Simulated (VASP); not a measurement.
# InP (F-43m) in VASP: further runs

InP is run at these levels: PBE-based global hybrid with 5 % exact exchange, PBE-based screened hybrid with 100 % exact exchange, PBE-based screened hybrid with 20 % exact exchange; tasks: single point.

Program: VASP 6.6.1. These are calculated values, not measurements. Logs are shortened: lines on timing, memory, paths and dates and some standing lists are left out, and cuts for length are marked.

## 1. The cell of the first run

Symmetry: F-43m, No. 216, cubic system. Conventional cell: a = 5.908 Å, b = 5.908 Å, c = 5.908 Å, α = 90.00°, β = 90.00°, γ = 90.00°. In (site symmetry -43m) has 4 P at 2.56 Å within 3.4 Å. Within 3.4 Å of P (site symmetry -43m) lie 4 In at 2.56 Å.

## 2. Single point, PBE-based global hybrid with 5 % exact exchange

File POSCAR:

```
InP
1.0
    0.0000000000      2.9538133435      2.9538133435
    2.9538133435      0.0000000000      2.9538133435
    2.9538133435      2.9538133435      0.0000000000
In P
1 1
Direct
    0.0000000000      0.0000000000      0.0000000000
    0.2500000000      0.2500000000      0.2500000000
```

File INCAR.step1:

```
ALGO = Normal ; EDIFF = 1E-5
ENCUT = 400 ; GGA = PE
GGA_COMPAT = F ; ISIF = 2
ISMEAR = 0 ; LASPH = T
LCHARG = F ; LREAL = F
LWAVE = T ; NBANDS = 16
NELM = 120 ; PREC = Accurate
SIGMA = 0.01
```

File INCAR.step2:

```
AEXX = 0.05 ; ALGO = Normal
EDIFF = 1E-6 ; ENCUT = 400
GGA = PE ; GGA_COMPAT = F
ISIF = 2 ; ISMEAR = 0
ISTART = 1 ; LASPH = T
LCHARG = F ; LHFCALC = T
LREAL = F ; LWAVE = F
NBANDS = 16 ; NELM = 120
PREC = Accurate ; PRECFOCK = Normal
SIGMA = 0.01
```

File KPOINTS:

```
k-points
0
Gamma
  4 4 4
```

Potentials or basis: VASP PAW PBE potentials, release 64 (In_d, P).

Launch:

```bash
> cat potpaw_PBE.64/In_d/POTCAR potpaw_PBE.64/P/POTCAR > POTCAR
> cp INCAR.step1 INCAR
> mpirun -np 1 vasp_std > vasp.out
> cp INCAR.step2 INCAR
> mpirun -np 1 vasp_std > vasp.out
```

OUTCAR:

```text
AEXX = 0.05
   EDIFF = 1E-6
   ENCUT = 400
   GGA = PE
   ISIF = 2
   ISMEAR = 0
   ISTART = 1
   LASPH = T
   LHFCALC = T
   LREAL = F
   NELM = 120
   PREC = Accurate
   PRECFOCK = Normal

 ion  position               nearest neighbor table
   1  0.000  0.000  0.000-   2 2.56   2 2.56   2 2.56   2 2.56
   2  0.250  0.250  0.250-   1 2.56   1 2.56   1 2.56   1 2.56

  LATTYP: Found a face centered cubic cell.
 ALAT       =     5.9076266870

  Lattice vectors:

 A1 = (   0.0000000000,   2.9538133435,   2.9538133435)
 A2 = (   2.9538133435,   0.0000000000,   2.9538133435)
 A3 = (   2.9538133435,   2.9538133435,   0.0000000000)

Analysis of symmetry for initial positions (statically):
=====================================================================
 Subroutine PRICEL returns:
 Original cell was already a primitive cell.

 Routine SETGRP: Setting up the symmetry group for a
 face centered cubic supercell.

 Subroutine GETGRP returns: Found 24 space group operations
 (whereof 24 operations were pure point group operations)
 out of a pool of 48 trial point group operations.

The static configuration has the point symmetry T_d .

Analysis of symmetry for dynamics (positions and initial velocities):
=====================================================================
 Subroutine PRICEL returns:
 Original cell was already a primitive cell.

 Routine SETGRP: Setting up the symmetry group for a
 face centered cubic supercell.

 Subroutine GETGRP returns: Found 24 space group operations
 (whereof 24 operations were pure point group operations)
 out of a pool of 48 trial point group operations.

The dynamic configuration has the point symmetry T_d .

 Subroutine INISYM returns: Found 24 space group operations
 (whereof 24 operations are pure point group operations),
 and found     1 'primitive' translations

----------------------------------------------------------------------------------------

                                     Primitive cell

  volume of cell :      51.5441

  direct lattice vectors                    reciprocal lattice vectors
     0.000000000  2.953813343  2.953813343    -0.169272714  0.169272714  0.169272714
     2.953813343  0.000000000  2.953813343     0.169272714 -0.169272714  0.169272714
     2.953813343  2.953813343  0.000000000     0.169272714  0.169272714 -0.169272714

  length of vectors
     4.177322891  4.177322891  4.177322891     0.293188940  0.293188940  0.293188940

  position of ions in fractional coordinates (direct lattice)
     0.000000000  0.000000000  0.000000000
     0.250000000  0.250000000  0.250000000

  ion indices of the primitive-cell ions
   primitive index   ion index
                 1           1
                 2           2

----------------------------------------------------------------------------------------

 KPOINTS: k-points

Automatic generation of k-mesh.
 Grid dimensions read from file:
 generate k-points for:    4    4    4

 Generating k-lattice:

  Cartesian coordinates                     Fractional coordinates (reciprocal lattice)
    -0.042318178  0.042318178  0.042318178     0.250000000  0.000000000  0.000000000
     0.042318178 -0.042318178  0.042318178     0.000000000  0.250000000  0.000000000
     0.042318178  0.042318178 -0.042318178     0.000000000  0.000000000  0.250000000

  Length of vectors
     0.073297235  0.073297235  0.073297235

  Shift w.r.t. Gamma in fractional coordinates (k-lattice)
     0.000000000  0.000000000  0.000000000

 Subroutine IBZKPT returns following result:
 ===========================================

 Found      8 irreducible k-points:

 Following reciprocal coordinates:
            Coordinates               Weight
  0.000000  0.000000  0.000000      1.000000
  0.250000  0.000000  0.000000      8.000000
  0.500000  0.000000  0.000000      4.000000
  0.250000  0.250000  0.000000      6.000000
  0.500000  0.250000  0.000000     24.000000
 -0.250000  0.250000  0.000000     12.000000
  0.500000  0.500000  0.000000      3.000000
 -0.250000  0.500000  0.250000      6.000000
   k-points           NKPTS =      8   k-points in BZ     NKDIM =     64   number of bands    NBANDS=     16
   number of dos      NEDOS =    301   number of ions     NIONS =      2
   total plane-waves  NPLWV =  21952
   dimension x,y,z NGX =    28 NGY =   28 NGZ =   28
   dimension x,y,z NGXF=    56 NGYF=   56 NGZF=   56
   ions per type =               1   1
   NGX,Y,Z   is equivalent  to a cutoff of  11.14, 11.14, 11.14 a.u.
   NGXF,Y,Z  is equivalent  to a cutoff of  22.29, 22.29, 22.29 a.u.
 SYSTEM =  unknown system
   PREC   = accura    normal or accurate (medium, high low for compatibility)
   ISTART =      1    job   : 0-new  1-cont  2-samecut
   ICHARG =      0    charge: 1-file 2-atom 10-const
   ISPIN  =      1    spin polarized calculation?
   LNONCOLLINEAR =      F non collinear calculations
   LSORBIT =      F    spin-orbit coupling
   LASPH  =      T    aspherical Exc in radial PAW
   ENCUT  =  400.0 eV  29.40 Ry    5.42 a.u.   6.81  6.81  6.81*2*pi/ulx,y,z
   NELM   =    120;   NELMIN=  2; NELMDL=  0     # of ELM steps
   EDIFF  = 0.1E-05   stopping-criterion for ELM
   LREAL  =      F    real-space projection
   EDIFFG = 0.1E-04   stopping-criterion for IOM
   NSW    =      0    number of steps for IOM
   IBRION =     -1    ionic relax: 0-MD 1-quasi-New 2-CG
   NFREE  =      0    steps in history (QN), initial steepest desc. (CG)
   ISIF   =      2    stress and relaxation
   ISYM   =      3    0-nonsym 1-usesym 2-fastsym
   POTIM  = 0.5000    time-step for ionic-motion
   TEBEG  =    0.0;   TEEND  =   0.0 temperature during run
   PSTRESS=    0.0 pullay stress
   NELECT =      18.0000    total number of electrons
   NUPDOWN=      -1.0000    fix difference up-down
   EMIN   =  10.00;   EMAX   =-10.00  energy-range for DOS
   EFERMI =   0.00;   METHOD = LEGACY
   ISMEAR =     0;   SIGMA  =   0.01  broadening in eV -4-tet -1-fermi 0-gaus
   EFERMI_NEDOS =   21; number of points for ismear=-14 and -15
   IALGO  =     38    algorithm
   IMIX   =      1    mixing-type and parameters
     AMIX     =   0.40;   BMIX     =  1.00
     AMIX_MAG =   1.60;   BMIX_MAG =  1.00
  volume/ion in A,a.u.               =      25.77       173.92
  Fermi-wavevector in a.u.,A,eV,Ry     =   1.152850  2.178570 18.082986  1.329062
  Thomas-Fermi vector in A             =   2.289498
   LORBIT       =      0    0 simple, 1 ext, 2 COOP (PROOUT), +10 PAW based schemes
   GGA     = PE    functional components
   LHFCALC =     T    Hartree Fock is set to
   PRECFOCK=normal    Normal, Fast or Accurate (Low or Medium for compatibility)
   ENCUT4O =  -1.0   cutoff for four orbital integrals eV
   NKREDX  =     1    reduce k-point grid by
   NKREDY  =     1    reduce k-point grid by
   NKREDZ  =     1    reduce k-point grid by
   AEXX    =    0.0500 exact exchange contribution
   HFSCREEN=    0.0000 screening length (either q_TF or 0.3 A-1)
   HFSCREENC=   0.0000 screening length for correlation (either q_TF or 0.3 A-1)
   ENCUTFOCK=  -1.0 apply spherical cutoff to Coloumb kernel
   IVDW    =     0    specifies the selected vdW correction
   LEPSILON=     F    determine dielectric tensor
   LRPA    =     F    only Hartree local field effects (RPA)
 non-spin polarized calculation
 Gauss-broadening in eV      SIGMA  =   0.01
  energy-cutoff  :      400.00
  volume of cell :       51.54
 maximum number of plane-waves:       960
  NGX = 24; NGY = 24; NGZ = 24

 number of electron      17.9999990 magnetization

 Free energy of the ion-electron system (eV)
  ---------------------------------------------------
  ext. energy  EPLUGINS =         0.00000000
  ---------------------------------------------------
  free energy    TOTEN  =        -8.79155391 eV

  energy without entropy =       -8.79155391  energy(sigma->0) =       -8.79155391

 E-fermi :   4.9302     XC(G=0):  -8.7772

 val. band max:        4.8166802401   @ k =   0.0000   0.0000   0.0000
 cond. band min:       5.6811536322   @ k =   0.0000   0.0000   0.0000
 fundamental gap:      0.8644733920
 Fermi energy:         4.9301837501

 k-point     1 :       0.0000    0.0000    0.0000
  band No.  band energies     occupation
      1      -9.7200      2.00000
      2      -9.7200      2.00000
      3      -9.7200      2.00000
      4      -9.5795      2.00000
      5      -9.5795      2.00000
      6      -6.8014      2.00000
[... 8 lines left out ...]
     15      14.5674      0.00000
     16      14.5674      0.00000

 k-point     2 :       0.2500    0.0000    0.0000
  band No.  band energies     occupation
      1      -9.7744      2.00000
      2      -9.6986      2.00000
      3      -9.6985      2.00000
      4      -9.5770      2.00000
      5      -9.5770      2.00000
      6      -6.1385      2.00000
[... 8 lines left out ...]
     15      13.7039      0.00000
     16      14.2147      0.00000

 k-point     3 :       0.5000    0.0000    0.0000
  band No.  band energies     occupation
      1      -9.8250      2.00000
      2      -9.6841      2.00000
      3      -9.6841      2.00000
      4      -9.5671      2.00000
      5      -9.5671      2.00000
      6      -5.1203      2.00000
[... 8 lines left out ...]
     15      15.7739      0.00000
     16      15.7739      0.00000

 k-point     4 :       0.2500    0.2500    0.0000
  band No.  band energies     occupation
      1      -9.8115      2.00000
      2      -9.6730      2.00000
      3      -9.6730      2.00000
      4      -9.6004      2.00000
      5      -9.5635      2.00000
      6      -5.9187      2.00000
[... 8 lines left out ...]
     15      15.1222      0.00000
     16      17.1234      0.00000

 k-point     5 :       0.5000    0.2500    0.0000
  band No.  band energies     occupation
      1      -9.8474      2.00000
      2      -9.6628      2.00000
      3      -9.6515      2.00000
      4      -9.5974      2.00000
      5      -9.5601      2.00000
      6      -4.8627      2.00000
[... 8 lines left out ...]
     15      15.9065      0.00000
     16      17.0649      0.00000

 k-point     6 :      -0.2500    0.2500    0.0000
  band No.  band energies     occupation
      1      -9.8206      2.00000
      2      -9.6776      2.00000
      3      -9.6709      2.00000
      4      -9.5804      2.00000
      5      -9.5746      2.00000
      6      -5.2414      2.00000
[... 8 lines left out ...]
     15      15.4548      0.00000
     16      16.9566      0.00000

 k-point     7 :       0.5000    0.5000    0.0000
  band No.  band energies     occupation
      1      -9.8876      2.00000
      2      -9.6256      2.00000
      3      -9.6238      2.00000
      4      -9.6238      2.00000
      5      -9.5475      2.00000
      6      -4.4770      2.00000
[... 8 lines left out ...]
     15      15.9450      0.00000
     16      16.9363      0.00000

 k-point     8 :      -0.2500    0.5000    0.2500
  band No.  band energies     occupation
      1      -9.8560      2.00000
      2      -9.6647      2.00000
      3      -9.6313      2.00000
      4      -9.5979      2.00000
      5      -9.5656      2.00000
      6      -4.4051      2.00000
[... 8 lines left out ...]
     15      16.4216      0.00000
     16      17.1112      0.00000

------------------------ aborting loop because EDIFF is reached ----------------------------------------

  FORCE on cell =-STRESS in cart. coord.  units (eV):
  Direction    XX          YY          ZZ          XY          YZ          ZX
  --------------------------------------------------------------------------------------
  -------------------------------------------------------------------------------------
  Total        0.3625628      0.3625628      0.3625628     -0.0000000      0.0000000      0.0000000
  in kB       11.2697590     11.2697590     11.2697590     -0.0000000      0.0000000      0.0000000
  external PRESSURE =      11.2697590 kB  Pullay stress =       0.0000000 kB

 VOLUME and BASIS-vectors are now :
 -----------------------------------------------------------------------------
  energy-cutoff  :      400.00
  volume of cell :       51.54
      direct lattice vectors                 reciprocal lattice vectors
     0.000000000  2.953813343  2.953813343    -0.169272714  0.169272714  0.169272714
     2.953813343  0.000000000  2.953813343     0.169272714 -0.169272714  0.169272714
     2.953813343  2.953813343  0.000000000     0.169272714  0.169272714 -0.169272714

 POSITION                                       TOTAL-FORCE (eV/Angst)
 -----------------------------------------------------------------------------------
      0.00000      0.00000      0.00000         0.000000      0.000000      0.000000
      1.47691      1.47691      1.47691        -0.000000     -0.000000     -0.000000
 -----------------------------------------------------------------------------------
    total drift:                                0.000221      0.000174      0.000123

  FREE ENERGIE OF THE ION-ELECTRON SYSTEM (eV)
  ---------------------------------------------------
  free  energy   TOTEN  =        -8.7915539084 eV

  energy  without entropy=       -8.7915539084  energy(sigma->0) =       -8.79155391
```

Run time: 2.9 min. Hardware: 1 thread of Intel Xeon Platinum 8375C at 2.90GHz (Ice Lake), shared host; peak memory 0.16 GiB.

What came out:

```yaml
Free_energy: -8.7916 eV
Pressure: 1.1 GPa
Band_gap_on_the_k_mesh: 0.86 eV
```

Caveat: the k points lie up to 0.46 Å⁻¹ apart; the PAW data sets were made with another functional, which shifts forces and pressure a little; spin-orbit coupling is left out, which moves the levels of the heavy elements.

## 3. Single point, PBE-based screened hybrid with 100 % exact exchange

POSCAR is that of step 2.

File INCAR.step1:

```
PREC = Accurate
ENCUT = 400
EDIFF = 1E-5
ISMEAR = 0
SIGMA = 0.01
LREAL = F
LASPH = T
NELM = 120
ALGO = Normal
ISIF = 2
LWAVE = T
NBANDS = 16
GGA = PE
GGA_COMPAT = F
```

File INCAR.step2:

```
PREC = Accurate
ENCUT = 400
EDIFF = 1E-6
ISMEAR = 0
SIGMA = 0.01
LREAL = F
LASPH = T
NELM = 120
ALGO = Normal
ISIF = 2
LWAVE = F
LCHARG = T
GGA = PE
LHFCALC = T
AEXX = 1.0
HFSCREEN = 0.2078
PRECFOCK = Normal
LELF = T
LVHAR = T
NBANDS = 16
ISTART = 1
ALDAC = 1.0
AGGAC = 1.0
GGA_COMPAT = F
```

File KPOINTS:

```
regular mesh
0
Gamma
  4 4 4
```

Potentials or basis: VASP PAW PBE potentials, release 64 (In_d, P).

Launch:

```bash
> cat potpaw_PBE.64/In_d/POTCAR potpaw_PBE.64/P/POTCAR > POTCAR
> cp INCAR.step1 INCAR
> mpirun -np 1 vasp_std > vasp.out
> cp INCAR.step2 INCAR
> mpirun -np 1 vasp_std > vasp.out
```

It took 8.1 min on 1 thread of Intel Xeon Platinum 8375C at 2.90GHz (Ice Lake), shared host; peak memory 0.26 GiB.

It converged, with:

- Free energy: -15.3389 eV
- Pressure: -4.7 GPa
- Band gap on the k mesh: 4.34 eV

Levels at points of the mesh, in eV from the valence-band top:
```
           k point  band 5  band 6  band 7  band 8  band 9  band 10  band 11  band 12  band 13  band 14
(0.00, 0.00, 0.00)  -20.55  -15.86    0.00    0.00    0.00     4.34     7.76     7.76     7.76    12.81
(0.50, 0.00, 0.00)  -20.54  -13.67   -7.29   -1.21   -1.21     4.97     8.46     8.46    10.92    14.04
(0.50, 0.50, 0.00)  -20.52  -12.83   -7.23   -2.95   -2.95     4.59     5.54    14.13    14.88    14.88
```

Caveat: the k points lie up to 0.46 Å⁻¹ apart; the PAW data sets were made with another functional, which shifts forces and pressure a little; spin-orbit coupling is left out, which moves the levels of the heavy elements. A k mesh can miss the band edges.

(Part 1 of 2 ends here.)
